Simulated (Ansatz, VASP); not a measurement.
**WS2: VASP beside Ansatz**

```
CELL_PARAMETERS angstrom
3.22541 0.00000 0.00000
-1.61270 2.79329 0.00000
0.00000 0.00000 17.17364
ATOMIC_POSITIONS crystal
W 0.00000 0.00000 0.00000
S 0.33333 0.66667 0.09200
S 0.33333 0.66667 0.90800
```

Alike in both runs: task single point; functional PBE; k mesh 10 × 10 × 2; occupations fermi-dirac, width 0.05 eV; no spin polarisation.

|  | VASP | Ansatz |
| --- | --- | --- |
| version | VASP 6.6.1 | Ansatz 0.2.0 |
| potentials or method | VASP PAW PBE potentials, release 64 (W_sv, S) | Ansatz PAW |
| plane-wave cutoff (eV) | 520 | 420 |
| valence electrons in the cell | 26 | 26 |

VASP gave:

```
gap on the k mesh at the Fermi level (eV) : 1.89
least direct gap on the mesh (eV)         : 2.04
rms of the force components (eV/Å)        : 0.193
```

Problem. Which values does Ansatz return?

Solution. gap on the k mesh at the Fermi level (eV): 1.88; least direct gap on the mesh (eV): 2.04; rms of the force components (eV/Å): 0.195.

Atom by atom the forces differ by 0.001 eV/Å (rms over components).

Neither program's run includes spin-orbit coupling.
